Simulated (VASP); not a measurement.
# MnNiB3 (Pm-3m) in VASP: further runs

The runs below take MnNiB3 through single point, relaxation of cell and atoms, with PBE.

All numbers are computed with VASP 6.6.1; they aren't measurements. Logs are shortened: lines on timing, memory, paths and dates and some standing lists are left out, and cuts for length are marked.

### Step 1. The cell of the first run

It takes space group Pm-3m (No. 221, cubic). Conventional cell: a = 3.721 Å, b = 3.721 Å, c = 3.721 Å, α = 90.00°, β = 90.00°, γ = 90.00°. Mn (site symmetry m-3m) has 6 B at 1.86 Å within 2.5 Å. Ni (site symmetry m-3m) has 12 B at 2.63 Å and 8 Mn at 3.22 Å within 3.5 Å. Within 2.5 Å of B (site symmetry 4/mmm) lie 2 Mn at 1.86 Å.

The cell was generated, and may not be a known phase.

### Step 2. Single point, PBE

Input file INCAR:

```
PREC     = Accurate       # precision mode
ENCUT    = 520            # plane-wave cutoff, eV
EDIFF    = 1E-7           # SCF threshold, eV
ISMEAR   = 0              # smearing method
SIGMA    = 0.1            # smearing width, eV
LREAL    = False          # projectors in reciprocal space
LASPH    = True           # aspherical terms in the spheres
NELM     = 60             # most SCF steps
ALGO     = Normal         # electronic algorithm
ISIF     = 2              # what is computed and relaxed
LWAVE    = False          # write WAVECAR
LCHARG   = False          # write CHGCAR
GGA      = PE             # functional
NBANDS   = 24             # bands
```

Input file KPOINTS:

```
Automatic mesh
0
Gamma
  10 10 10
```

Input file POSCAR:

```
MnNiB3
1.0
    3.7205729621      0.0000000000      0.0000000000
    0.0000000000      3.7205729621      0.0000000000
    0.0000000000      0.0000000000      3.7205729621
Mn Ni B
1 1 3
Direct
    0.5000000000      0.5000000000      0.5000000000
    0.0000000000      0.0000000000      0.0000000000
    0.0000000000      0.5000000000      0.5000000000
    0.5000000000      0.5000000000      0.0000000000
    0.5000000000      0.0000000000      0.5000000000
```

Potentials or basis: VASP PAW PBE potentials, release 64 (Mn_pv, Ni, B).

On the command line:

```sh
cat potpaw_PBE.64/Mn_pv/POTCAR potpaw_PBE.64/Ni/POTCAR potpaw_PBE.64/B/POTCAR > POTCAR
mpirun -np 1 vasp_std > vasp.out
```

OUTCAR:

```text
PREC = Accurate
   ENCUT = 520
   EDIFF = 1E-7
   ISMEAR = 0
   LREAL = False
   LASPH = True
   NELM = 60
   ISIF = 2
   GGA = PE

 ion  position               nearest neighbor table
   1  0.500  0.500  0.500-   3 1.86   4 1.86   5 1.86   4 1.86   5 1.86   3 1.86
   2  0.000  0.000  0.000-
   3  0.000  0.500  0.500-   1 1.86   1 1.86
   4  0.500  0.500  0.000-   1 1.86   1 1.86
   5  0.500  0.000  0.500-   1 1.86   1 1.86

  LATTYP: Found a simple cubic cell.
 ALAT       =     3.7205729621

  Lattice vectors:

 A1 = (   3.7205729621,   0.0000000000,   0.0000000000)
 A2 = (   0.0000000000,   3.7205729621,   0.0000000000)
 A3 = (   0.0000000000,   0.0000000000,   3.7205729621)

Analysis of symmetry for initial positions (statically):
=====================================================================
 Subroutine PRICEL returns:
 Original cell was already a primitive cell.

 Routine SETGRP: Setting up the symmetry group for a
 simple cubic supercell.

 Subroutine GETGRP returns: Found 48 space group operations
 (whereof 48 operations were pure point group operations)
 out of a pool of 48 trial point group operations.

The static configuration has the point symmetry O_h .

Analysis of symmetry for dynamics (positions and initial velocities):
=====================================================================
 Subroutine PRICEL returns:
 Original cell was already a primitive cell.

 Routine SETGRP: Setting up the symmetry group for a
 simple cubic supercell.

 Subroutine GETGRP returns: Found 48 space group operations
 (whereof 48 operations were pure point group operations)
 out of a pool of 48 trial point group operations.

The dynamic configuration has the point symmetry O_h .

 Subroutine INISYM returns: Found 48 space group operations
 (whereof 48 operations are pure point group operations),
 and found     1 'primitive' translations

----------------------------------------------------------------------------------------

                                     Primitive cell

  volume of cell :      51.5026

  direct lattice vectors                    reciprocal lattice vectors
     3.720572962  0.000000000  0.000000000     0.268775807  0.000000000  0.000000000
     0.000000000  3.720572962  0.000000000     0.000000000  0.268775807  0.000000000
     0.000000000  0.000000000  3.720572962     0.000000000  0.000000000  0.268775807

  length of vectors
     3.720572962  3.720572962  3.720572962     0.268775807  0.268775807  0.268775807

  position of ions in fractional coordinates (direct lattice)
     0.500000000  0.500000000  0.500000000
     0.000000000  0.000000000  0.000000000
     0.000000000  0.500000000  0.500000000
     0.500000000  0.500000000  0.000000000
     0.500000000  0.000000000  0.500000000

  ion indices of the primitive-cell ions
   primitive index   ion index
                 1           1
                 2           2
                 3           3
                 4           4
                 5           5

----------------------------------------------------------------------------------------

 KPOINTS: Automatic mesh

Automatic generation of k-mesh.
 Grid dimensions read from file:
 generate k-points for:   10   10   10

 Generating k-lattice:

  Cartesian coordinates                     Fractional coordinates (reciprocal lattice)
     0.026877581  0.000000000  0.000000000     0.100000000  0.000000000  0.000000000
     0.000000000  0.026877581  0.000000000     0.000000000  0.100000000  0.000000000
     0.000000000  0.000000000  0.026877581     0.000000000  0.000000000  0.100000000

  Length of vectors
     0.026877581  0.026877581  0.026877581

  Shift w.r.t. Gamma in fractional coordinates (k-lattice)
     0.000000000  0.000000000  0.000000000

 Subroutine IBZKPT returns following result:
 ===========================================

 Found     56 irreducible k-points:

 Following reciprocal coordinates:
            Coordinates               Weight
  0.000000  0.000000  0.000000      1.000000
  0.100000  0.000000  0.000000      6.000000
  0.200000  0.000000  0.000000      6.000000
  0.300000  0.000000  0.000000      6.000000
  0.400000  0.000000  0.000000      6.000000
  0.500000  0.000000  0.000000      3.000000
[... 16 lines left out ...]
  0.200000  0.100000  0.100000     24.000000
  0.300000  0.100000  0.100000     24.000000
 [... further k-points ...]
   k-points           NKPTS =     56   k-points in BZ     NKDIM =     56   number of bands    NBANDS=     24
   number of dos      NEDOS =    301   number of ions     NIONS =      5
   total plane-waves  NPLWV =  21952
   dimension x,y,z NGX =    28 NGY =   28 NGZ =   28
   dimension x,y,z NGXF=    56 NGYF=   56 NGZF=   56
   ions per type =               1   1   3
   NGX,Y,Z   is equivalent  to a cutoff of  12.51, 12.51, 12.51 a.u.
   NGXF,Y,Z  is equivalent  to a cutoff of  25.02, 25.02, 25.02 a.u.
 SYSTEM =  unknown system
   PREC   = accura    normal or accurate (medium, high low for compatibility)
   ISTART =      0    job   : 0-new  1-cont  2-samecut
   ICHARG =      2    charge: 1-file 2-atom 10-const
   ISPIN  =      1    spin polarized calculation?
   LNONCOLLINEAR =      F non collinear calculations
   LSORBIT =      F    spin-orbit coupling
   LASPH  =      T    aspherical Exc in radial PAW
   ENCUT  =  520.0 eV  38.22 Ry    6.18 a.u.   6.92  6.92  6.92*2*pi/ulx,y,z
   NELM   =     60;   NELMIN=  2; NELMDL= -5     # of ELM steps
   EDIFF  = 0.1E-06   stopping-criterion for ELM
   LREAL  =      F    real-space projection
   EDIFFG = 0.1E-05   stopping-criterion for IOM
   NSW    =      0    number of steps for IOM
   IBRION =     -1    ionic relax: 0-MD 1-quasi-New 2-CG
   NFREE  =      0    steps in history (QN), initial steepest desc. (CG)
   ISIF   =      2    stress and relaxation
   ISYM   =      2    0-nonsym 1-usesym 2-fastsym
   POTIM  = 0.5000    time-step for ionic-motion
   TEBEG  =    0.0;   TEEND  =   0.0 temperature during run
   PSTRESS=    0.0 pullay stress
   NELECT =      32.0000    total number of electrons
   NUPDOWN=      -1.0000    fix difference up-down
   EMIN   =  10.00;   EMAX   =-10.00  energy-range for DOS
   EFERMI =   0.00;   METHOD = LEGACY
   ISMEAR =     0;   SIGMA  =   0.10  broadening in eV -4-tet -1-fermi 0-gaus
   EFERMI_NEDOS =   21; number of points for ismear=-14 and -15
   IALGO  =     38    algorithm
   IMIX   =      4    mixing-type and parameters
     AMIX     =   0.40;   BMIX     =  1.00
     AMIX_MAG =   1.60;   BMIX_MAG =  1.00
  volume/ion in A,a.u.               =      10.30        69.51
  Fermi-wavevector in a.u.,A,eV,Ry     =   1.396953  2.639858 26.551450  1.951477
  Thomas-Fermi vector in A             =   2.520256
   LORBIT       =      0    0 simple, 1 ext, 2 COOP (PROOUT), +10 PAW based schemes
   GGA     = PE    functional components
   LHFCALC =     F    Hartree Fock is set to
   AEXX    =    0.0000 exact exchange contribution
   IVDW    =     0    specifies the selected vdW correction
   LEPSILON=     F    determine dielectric tensor
   LRPA    =     F    only Hartree local field effects (RPA)
 non-spin polarized calculation
 Gauss-broadening in eV      SIGMA  =   0.10
  energy-cutoff  :      520.00
  volume of cell :       51.50
 maximum number of plane-waves:      1406
 NGX is ok and might be reduce to    28
   NGX = 13   NGY = 13   NGZ = 13

 number of electron      31.9999993 magnetization

 Free energy of the ion-electron system (eV)
  ---------------------------------------------------
  ext. energy  EPLUGINS =         0.00000000
  ---------------------------------------------------
  free energy    TOTEN  =       -29.51592537 eV

  energy without entropy =      -29.49792261  energy(sigma->0) =      -29.50692399

 E-fermi :   6.2223     XC(G=0): -11.8016

 val. band max:        6.2126679053   @ k =   0.5000   0.5000   0.3000
 cond. band min:       6.2230375408   @ k =   0.2000   0.1000   0.1000
 fundamental gap:      0.0103696355
 Fermi energy:         6.2222896899

 k-point     1 :       0.0000    0.0000    0.0000
  band No.  band energies     occupation
      1     -41.1410      2.00000
      2     -41.1410      2.00000
      3     -41.1410      2.00000
      4      -4.8814      2.00000
      5       0.7604      2.00000
      6       0.7604      2.00000
[... 16 lines left out ...]
     23      10.9108      0.00000
     24      11.6207      0.00000

 k-point     2 :       0.1000    0.0000    0.0000
  band No.  band energies     occupation
      1     -41.1410      2.00000
      2     -41.1410      2.00000
      3     -41.1406      2.00000
      4      -4.7844      2.00000
      5       0.6306      2.00000
      6       0.8028      2.00000
[... 16 lines left out ...]
     23      10.9690      0.00000
     24      11.5739      0.00000

 k-point     3 :       0.2000    0.0000    0.0000
  band No.  band energies     occupation
      1     -41.1408      2.00000
      2     -41.1408      2.00000
      3     -41.1396      2.00000
      4      -4.4970      2.00000
      5       0.1908      2.00000
      6       0.9216      2.00000
[... 16 lines left out ...]
     23      11.4694      0.00000
     24      11.4694      0.00000
[... 514 lines left out ...]
 k-point    23 :       0.2000    0.1000    0.1000
  band No.  band energies     occupation
      1     -41.1403      2.00000
      2     -41.1403      2.00000
      3     -41.1395      2.00000
      4      -4.3057      2.00000
      5       0.2854      2.00000
      6       0.7782      2.00000
[... 16 lines left out ...]
     23      10.8705      0.00000
     24      12.2725      0.00000

 k-point    24 :       0.3000    0.1000    0.1000
  band No.  band energies     occupation
      1     -41.1401      2.00000
      2     -41.1401      2.00000
      3     -41.1383      2.00000
      4      -3.8456      2.00000
      5      -0.4147      2.00000
      6       0.9551      2.00000
[... 16 lines left out ...]
     23      10.9215      0.00000
     24      12.5813      0.00000

 [... further k-points ...]

------------------------ aborting loop because EDIFF is reached ----------------------------------------

  FORCE on cell =-STRESS in cart. coord.  units (eV):
  Direction    XX          YY          ZZ          XY          YZ          ZX
  --------------------------------------------------------------------------------------
  -------------------------------------------------------------------------------------
  Total       -0.0076179     -0.0076179     -0.0076179     -0.0000000     -0.0000000      0.0000000
  in kB       -0.2369820     -0.2369820     -0.2369820     -0.0000000     -0.0000000      0.0000000
  external PRESSURE =      -0.2369820 kB  Pullay stress =       0.0000000 kB

 VOLUME and BASIS-vectors are now :
 -----------------------------------------------------------------------------
  energy-cutoff  :      520.00
  volume of cell :       51.50
      direct lattice vectors                 reciprocal lattice vectors
     3.720572962  0.000000000  0.000000000     0.268775807  0.000000000  0.000000000
     0.000000000  3.720572962  0.000000000     0.000000000  0.268775807  0.000000000
     0.000000000  0.000000000  3.720572962     0.000000000  0.000000000  0.268775807

 POSITION                                       TOTAL-FORCE (eV/Angst)
 -----------------------------------------------------------------------------------
      1.86029      1.86029      1.86029         0.000000      0.000000      0.000000
      0.00000      0.00000      0.00000         0.000000      0.000000      0.000000
      0.00000      1.86029      1.86029         0.000000      0.000000      0.000000
      1.86029      1.86029      0.00000         0.000000      0.000000      0.000000
      1.86029      0.00000      1.86029         0.000000      0.000000      0.000000
 -----------------------------------------------------------------------------------
    total drift:                                0.000000      0.000000      0.000000

  FREE ENERGIE OF THE ION-ELECTRON SYSTEM (eV)
  ---------------------------------------------------
  free  energy   TOTEN  =       -29.5159253708 eV

  energy  without entropy=      -29.4979226095  energy(sigma->0) =      -29.50692399
```

It took 60 s on 1 thread of Intel Xeon Platinum 8488C (Sapphire Rapids), shared host; peak memory 0.2 GiB.

Results:

* Free energy: -29.5159 eV
* Pressure: 0.0 GPa
* Band gap on the k mesh: zero (bands 16 and 17 overlap by 0.93 eV)

Caveat: the run has no spin polarisation, though such a crystal can be magnetic.

(Part 1 of 3 ends here.)

The gap in the log of VASP goes by the Fermi energy; the results here count the filled bands.